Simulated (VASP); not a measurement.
# Ti3Ag (P4/mmm) in VASP: notebook

The runs below take Ti3Ag through single point, with LDA.

Program: VASP 6.6.1. These are calculated values, not measurements. Logs are shortened: lines on timing, memory, paths and dates and some standing lists are left out, and cuts for length are marked.

## Step 1: The cell of the first run

The structure is tetragonal, space group P4/mmm (No. 123). Conventional cell: a = 4.187 Å, b = 4.187 Å, c = 3.871 Å, α = 90.00°, β = 90.00°, γ = 90.00°. Within 3.9 Å of Ti (site symmetry mmm) lie 10 Ti at 2.85 to 3.87 Å and 4 Ag at 2.85 Å. Within 3.9 Å of Ti (site symmetry 4/mmm) lie 10 Ti at 2.85 to 3.87 Å and 4 Ag at 2.96 Å. Within 3.9 Å of Ag (site symmetry 4/mmm) lie 12 Ti at 2.85 to 2.96 Å and 2 Ag at 3.87 Å.

## Step 2: Single point, LDA (zz strain of -2 %)

Contents of INCAR:

```
PREC = Accurate ; ENCUT = 520
EDIFF = 1E-6 ; ISMEAR = -1
SIGMA = 0.08 ; LREAL = False
LASPH = True ; NELM = 60
ALGO = Normal ; ISIF = 2
LWAVE = False ; LCHARG = False
GGA = CA ; NBANDS = 32
```

Contents of KPOINTS:

```
regular mesh
0
Gamma
  9 9 9
```

Contents of POSCAR:

```
Ti3Ag
1.0
    4.1870000000      0.0000000000      0.0000000000
    0.0000000000      4.1870000000      0.0000000000
    0.0000000000      0.0000000000      3.8710000000
Ti Ag
3 1
Direct
    0.0000000000      0.5000000000      0.5000000000
    0.5000000000      0.0000000000      0.5000000000
    0.5000000000      0.5000000000      0.0000000000
    0.0000000000      0.0000000000      0.0000000000
```

Potentials or basis: VASP PAW LDA potentials, release 64 (Ti_sv, Ag).

Run with:

```bash
> cat potpaw_LDA.64/Ti_sv/POTCAR potpaw_LDA.64/Ag/POTCAR > POTCAR
> mpirun -np 1 vasp_std > vasp.out
```

OUTCAR:

```text
PREC = Accurate
   ENCUT = 520
   EDIFF = 1E-6
   ISMEAR = -1
   LREAL = False
   LASPH = True
   NELM = 60
   ISIF = 2
   GGA = CA

 ion  position               nearest neighbor table
   1  0.000  0.500  0.500-   3 2.85   4 2.85   3 2.85   4 2.85   4 2.85   4 2.85   3 2.85   3 2.85

   2  0.500  0.000  0.500-   3 2.85   4 2.85   3 2.85   4 2.85   3 2.85   3 2.85   4 2.85   4 2.85

   3  0.500  0.500  0.000-   1 2.85   2 2.85   1 2.85   2 2.85   2 2.85   2 2.85   1 2.85   1 2.85
                             4 2.96   4 2.96   4 2.96   4 2.96
   4  0.000  0.000  0.000-   1 2.85   2 2.85   1 2.85   2 2.85   1 2.85   1 2.85   2 2.85   2 2.85
                             3 2.96   3 2.96   3 2.96   3 2.96

  LATTYP: Found a simple tetragonal cell.
 ALAT       =     4.1870000000
 C/A-ratio  =     0.9245283019

  Lattice vectors:

 A1 = (   4.1870000000,   0.0000000000,   0.0000000000)
 A2 = (   0.0000000000,   4.1870000000,   0.0000000000)
 A3 = (   0.0000000000,   0.0000000000,   3.8710000000)

Analysis of symmetry for initial positions (statically):
=====================================================================
 Subroutine PRICEL returns:
 Original cell was already a primitive cell.

 Routine SETGRP: Setting up the symmetry group for a
 simple tetragonal supercell.

 Subroutine GETGRP returns: Found 16 space group operations
 (whereof 16 operations were pure point group operations)
 out of a pool of 16 trial point group operations.

The static configuration has the point symmetry D_4h.

Analysis of symmetry for dynamics (positions and initial velocities):
=====================================================================
 Subroutine PRICEL returns:
 Original cell was already a primitive cell.

 Routine SETGRP: Setting up the symmetry group for a
 simple tetragonal supercell.

 Subroutine GETGRP returns: Found 16 space group operations
 (whereof 16 operations were pure point group operations)
 out of a pool of 16 trial point group operations.

The dynamic configuration has the point symmetry D_4h.

 Subroutine INISYM returns: Found 16 space group operations
 (whereof 16 operations are pure point group operations),
 and found     1 'primitive' translations

----------------------------------------------------------------------------------------

                                     Primitive cell

  volume of cell :      67.8624

  direct lattice vectors                    reciprocal lattice vectors
     4.187000000  0.000000000  0.000000000     0.238834488  0.000000000  0.000000000
     0.000000000  4.187000000  0.000000000     0.000000000  0.238834488  0.000000000
     0.000000000  0.000000000  3.871000000     0.000000000  0.000000000  0.258331181

  length of vectors
     4.187000000  4.187000000  3.871000000     0.238834488  0.238834488  0.258331181

  position of ions in fractional coordinates (direct lattice)
     0.000000000  0.500000000  0.500000000
     0.500000000  0.000000000  0.500000000
     0.500000000  0.500000000  0.000000000
     0.000000000  0.000000000  0.000000000

  ion indices of the primitive-cell ions
   primitive index   ion index
                 1           1
                 2           2
                 3           3
                 4           4

----------------------------------------------------------------------------------------

 KPOINTS: regular mesh

Automatic generation of k-mesh.
 Grid dimensions read from file:
 generate k-points for:    9    9    9

 Generating k-lattice:

  Cartesian coordinates                     Fractional coordinates (reciprocal lattice)
     0.026537165  0.000000000  0.000000000     0.111111111  0.000000000  0.000000000
     0.000000000  0.026537165  0.000000000     0.000000000  0.111111111  0.000000000
     0.000000000  0.000000000  0.028703465     0.000000000  0.000000000  0.111111111

  Length of vectors
     0.026537165  0.026537165  0.028703465

  Shift w.r.t. Gamma in fractional coordinates (k-lattice)
     0.000000000  0.000000000  0.000000000

 Subroutine IBZKPT returns following result:
 ===========================================

 Found     75 irreducible k-points:

 Following reciprocal coordinates:
            Coordinates               Weight
  0.000000  0.000000  0.000000      1.000000
  0.111111  0.000000  0.000000      4.000000
  0.222222  0.000000  0.000000      4.000000
  0.333333  0.000000  0.000000      4.000000
  0.444444  0.000000  0.000000      4.000000
  0.111111  0.111111  0.000000      4.000000
[... 16 lines left out ...]
  0.333333  0.111111  0.111111     16.000000
  0.444444  0.111111  0.111111     16.000000
 [... further k-points ...]
   k-points           NKPTS =     75   k-points in BZ     NKDIM =     75   number of bands    NBANDS=     32
   number of dos      NEDOS =    301   number of ions     NIONS =      4
   total plane-waves  NPLWV =  30720
   dimension x,y,z NGX =    32 NGY =   32 NGZ =   30
   dimension x,y,z NGXF=    64 NGYF=   64 NGZF=   60
   ions per type =               3   1
   NGX,Y,Z   is equivalent  to a cutoff of  12.71, 12.71, 12.88 a.u.
   NGXF,Y,Z  is equivalent  to a cutoff of  25.41, 25.41, 25.77 a.u.
 SYSTEM =  unknown system
   PREC   = accura    normal or accurate (medium, high low for compatibility)
   ISTART =      0    job   : 0-new  1-cont  2-samecut
   ICHARG =      2    charge: 1-file 2-atom 10-const
   ISPIN  =      1    spin polarized calculation?
   LNONCOLLINEAR =      F non collinear calculations
   LSORBIT =      F    spin-orbit coupling
   LASPH  =      T    aspherical Exc in radial PAW
   ENCUT  =  520.0 eV  38.22 Ry    6.18 a.u.   7.79  7.79  7.20*2*pi/ulx,y,z
   NELM   =     60;   NELMIN=  2; NELMDL= -5     # of ELM steps
   EDIFF  = 0.1E-05   stopping-criterion for ELM
   LREAL  =      F    real-space projection
[... 7 lines left out ...]
   TEBEG  =    0.0;   TEEND  =   0.0 temperature during run
   PSTRESS=    0.0 pullay stress
   NELECT =      47.0000    total number of electrons
   NUPDOWN=      -1.0000    fix difference up-down
   EMIN   =  10.00;   EMAX   =-10.00  energy-range for DOS
   EFERMI =   0.00;   METHOD = LEGACY
   ISMEAR =    -1;   SIGMA  =   0.08  broadening in eV -4-tet -1-fermi 0-gaus
   EFERMI_NEDOS =   21; number of points for ismear=-14 and -15
   IALGO  =     38    algorithm
   IMIX   =      4    mixing-type and parameters
     AMIX     =   0.40;   BMIX     =  1.00
     AMIX_MAG =   1.60;   BMIX_MAG =  1.00
  volume/ion in A,a.u.               =      16.97       114.49
  Fermi-wavevector in a.u.,A,eV,Ry     =   1.448431  2.737137 28.544367  2.097952
  Thomas-Fermi vector in A             =   2.566273
   LORBIT       =      0    0 simple, 1 ext, 2 COOP (PROOUT), +10 PAW based schemes
   GGA     = CA    functional components
   LHFCALC =     F    Hartree Fock is set to
   AEXX    =    0.0000 exact exchange contribution
   IVDW    =     0    specifies the selected vdW correction
   LEPSILON=     F    determine dielectric tensor
   LRPA    =     F    only Hartree local field effects (RPA)
 non-spin polarized calculation
  energy-cutoff  :      520.00
  volume of cell :       67.86
 maximum number of plane-waves:      1842
 NGX is ok and might be reduce to    32
   NGX = 15   NGY = 15   NGZ = 15

 number of electron      46.9999996 magnetization

 Free energy of the ion-electron system (eV)
  ---------------------------------------------------
  ext. energy  EPLUGINS =         0.00000000
  ---------------------------------------------------
  free energy    TOTEN  =       -29.15738107 eV

  energy without entropy =      -29.00154932  energy(sigma->0) =      -29.07946519

 E-fermi :   8.3109     XC(G=0): -12.0822

 val. band max:        8.3081681083   @ k =   0.4444   0.3333   0.3333
 cond. band min:       8.3114233725   @ k =   0.2222   0.2222   0.2222
 fundamental gap:      0.0032552642
 Fermi energy:         8.3109152741

 k-point     1 :       0.0000    0.0000    0.0000
  band No.  band energies     occupation
      1     -47.7344      2.00000
      2     -47.6374      2.00000
      3     -47.5026      2.00000
      4     -24.5406      2.00000
      5     -24.5406      2.00000
      6     -24.5085      2.00000
[... 24 lines left out ...]
     31      11.4792      0.00000
     32      11.8303      0.00000

 k-point     2 :       0.1111    0.0000    0.0000
  band No.  band energies     occupation
      1     -47.7311      2.00000
      2     -47.6395      2.00000
      3     -47.5037      2.00000
      4     -24.5330      2.00000
      5     -24.5278      2.00000
      6     -24.5010      2.00000
[... 24 lines left out ...]
     31      11.4307      0.00000
     32      11.6208      0.00000

 k-point     3 :       0.2222    0.0000    0.0000
  band No.  band energies     occupation
      1     -47.7217      2.00000
      2     -47.6458      2.00000
      3     -47.5067      2.00000
      4     -24.5115      2.00000
      5     -24.4911      2.00000
      6     -24.4803      2.00000
[... 24 lines left out ...]
     31      11.2173      0.00000
     32      11.2351      0.00000

 k-point     4 :       0.3333    0.0000    0.0000
  band No.  band energies     occupation
      1     -47.7079      2.00000
      2     -47.6562      2.00000
      3     -47.5100      2.00000
      4     -24.4808      2.00000
      5     -24.4524      2.00000
      6     -24.4374      2.00000
[... 24 lines left out ...]
     31      10.7429      0.00000
     32      10.8083      0.00000

 k-point     5 :       0.4444    0.0000    0.0000
  band No.  band energies     occupation
      1     -47.6931      2.00000
      2     -47.6688      2.00000
      3     -47.5122      2.00000
      4     -24.4524      2.00000
      5     -24.4292      2.00000
      6     -24.3861      2.00000
[... 584 lines left out ...]
     31      11.2819      0.00000
     32      11.4082      0.00000

 k-point    22 :       0.2222    0.1111    0.1111
  band No.  band energies     occupation
      1     -47.7164      2.00000
      2     -47.6471      2.00000
      3     -47.5104      2.00000
      4     -24.5303      2.00000
      5     -24.4669      2.00000
      6     -24.4468      2.00000
[... 24 lines left out ...]
     31      11.1080      0.00000
     32      11.2560      0.00000

 k-point    23 :       0.3333    0.1111    0.1111
  band No.  band energies     occupation
      1     -47.7035      2.00000
      2     -47.6567      2.00000
      3     -47.5136      2.00000
      4     -24.5050      2.00000
      5     -24.4361      2.00000
      6     -24.4140      2.00000
[... 24 lines left out ...]
     31      10.8441      0.00000
     32      11.0758      0.00000

 k-point    24 :       0.4444    0.1111    0.1111
  band No.  band energies     occupation
      1     -47.6895      2.00000
      2     -47.6685      2.00000
      3     -47.5157      2.00000
      4     -24.4705      2.00000
      5     -24.4177      2.00000
      6     -24.4023      2.00000
[... 24 lines left out ...]
     31      10.6091      0.00000
     32      10.7656      0.00000

 [... further k-points ...]

------------------------ aborting loop because EDIFF is reached ----------------------------------------

  FORCE on cell =-STRESS in cart. coord.  units (eV):
  Direction    XX          YY          ZZ          XY          YZ          ZX
  --------------------------------------------------------------------------------------
  -------------------------------------------------------------------------------------
  Total       -3.7092228     -3.7092228     -2.5652974      0.0000000     -0.0000000      0.0000000
  in kB      -87.5718280    -87.5718280    -60.5646507      0.0000000     -0.0000000      0.0000000
  external PRESSURE =     -78.5694355 kB  Pullay stress =       0.0000000 kB

 VOLUME and BASIS-vectors are now :
 -----------------------------------------------------------------------------
  energy-cutoff  :      520.00
  volume of cell :       67.86
      direct lattice vectors                 reciprocal lattice vectors
     4.187000000  0.000000000  0.000000000     0.238834488  0.000000000  0.000000000
     0.000000000  4.187000000  0.000000000     0.000000000  0.238834488  0.000000000
     0.000000000  0.000000000  3.871000000     0.000000000  0.000000000  0.258331181

 POSITION                                       TOTAL-FORCE (eV/Angst)
 -----------------------------------------------------------------------------------
      0.00000      2.09350      1.93550         0.000000      0.000000      0.000000
      2.09350      0.00000      1.93550         0.000000      0.000000      0.000000
      2.09350      2.09350      0.00000         0.000000      0.000000      0.000000
      0.00000      0.00000      0.00000         0.000000      0.000000      0.000000
 -----------------------------------------------------------------------------------
    total drift:                                0.000000     -0.000000     -0.000000

  FREE ENERGIE OF THE ION-ELECTRON SYSTEM (eV)
  ---------------------------------------------------
  free  energy   TOTEN  =       -29.1573810685 eV

  energy  without entropy=      -29.0015493178  energy(sigma->0) =      -29.07946519
```

It took 4.1 min on 1 thread of Intel Xeon 8259CL, shared host; peak memory 0.26 GiB.

What came out:

```
Free energy            : -29.1574 eV
Pressure               : -7.9 GPa
Band gap on the k mesh : zero (an odd number of electrons rules out a gap without spin polarisation)
```

Stress tensor (GPa, compression positive):
```
-8.76  0.00  0.00
 0.00 -8.76  0.00
 0.00  0.00 -6.06
```

Levels at points of the mesh, in eV from the Fermi level:
```
           k point  band 19  band 20  band 21  band 22  band 23  band 24  band 25  band 26  band 27  band 28
(0.00, 0.00, 0.00)    -2.83    -0.54    -0.54    -0.50    -0.30     0.07     2.06     2.06     2.27     2.27
```

Caveat: the cell differs from its parent crystal (zz strain of -2 %); the cell stands under tension.

## Step 3: Single point, LDA (zz strain of -1 %)

Contents of INCAR:

```
ALGO     = Normal         # electronic algorithm
EDIFF    = 1E-7           # SCF threshold, eV
ENCUT    = 520            # plane-wave cutoff, eV
ISIF     = 2              # what is computed and relaxed
ISMEAR   = -1             # smearing method
LASPH    = T              # aspherical terms in the spheres
LCHARG   = T              # write CHGCAR
LELF     = T              # ELF
LREAL    = F              # projectors in reciprocal space
LVHAR    = T            
LWAVE    = F              # write WAVECAR
NBANDS   = 32             # bands
NELM     = 80             # most SCF steps
PREC     = Accurate       # precision mode
SIGMA    = 0.08           # smearing width, eV
```

Contents of KPOINTS:

```
k-points
0
Gamma
  9 9 9
```

Changes to POSCAR since step 2:

```diff
@@ -4,3 +4,3 @@
     0.0000000000      4.1870000000      0.0000000000
-    0.0000000000      0.0000000000      3.8710000000
+    0.0000000000      0.0000000000      3.9105000000
 Ti Ag
```

Potentials or basis: VASP PAW LDA potentials, release 64 (Ti_sv, Ag).

Run with:

```bash
> cat potpaw_LDA.64/Ti_sv/POTCAR potpaw_LDA.64/Ag/POTCAR > POTCAR
> mpirun -np 1 vasp_std > vasp.out
```

Run time: 4.1 min. Hardware: 1 thread of Intel Xeon 8259CL, shared host; peak memory 0.26 GiB.

The run converged. Its results:

* Free energy: -29.1290 eV
* Pressure: -8.9 GPa
* Band gap on the k mesh: zero (an odd number of electrons rules out a gap without spin polarisation)

Stress tensor (GPa, compression positive):
```
-9.66  0.00  0.00
 0.00 -9.66  0.00
 0.00  0.00 -7.23
```

Levels at points of the mesh, in eV from the Fermi level:
```csv
k point,band 22,band 23,band 24,band 25,band 26,band 27
"(0.00, 0.00, 0.00)",-0.50,-0.28,0.05,2.10,2.10,2.24
```

Caveat: the cell differs from its parent crystal (zz strain of -1 %); the cell stands under tension.
